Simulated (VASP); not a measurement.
**SiC (e600): single point with PBEsol**

SiC (e600):

```
CELL_PARAMETERS angstrom
0.00000 2.17838 2.17838
2.17838 0.00000 2.17838
2.17838 2.17838 0.00000
ATOMIC_POSITIONS crystal
Si 0.00000 0.00000 0.00000
C 0.25000 0.25000 0.25000
```

| Quantity | Value |
| --- | --- |
| Program | VASP 6.6.1 |
| Task | single point |
| Functional | PBEsol |
| Potentials or basis | VASP PAW PBE potentials, release 64 (Si, C) |
| Cutoff | 600 eV |
| k mesh | 10 × 10 × 10 |
| Occupations | gaussian, width 0.01 eV |
| Spin | no spin polarisation |

* Pressure: 0.2 GPa
* Band gap on the k mesh: 1.23 eV, indirect (least direct gap 4.44 eV)

Levels at points of the mesh, in eV from the valence-band top:
| k point | band 2 | band 3 | band 4 | band 5 | band 6 | band 7 |
| --- | --- | --- | --- | --- | --- | --- |
| (0.00, 0.00, 0.00) | 0.00 | 0.00 | 0.00 | 6.20 | 7.25 | 7.25 |
| (0.50, 0.00, 0.00) | -8.60 | -1.06 | -1.06 | 5.38 | 7.14 | 7.14 |
| (0.50, 0.50, 0.00) | -7.84 | -3.21 | -3.21 | 1.23 | 4.20 | 13.96 |

Run time: 19 s on 1 thread of Intel Xeon 8259CL (shared host), peak memory 0.15 GiB.

Caveat: the PAW data sets were made with another functional, which shifts forces and pressure a little. A k mesh can miss the band edges.
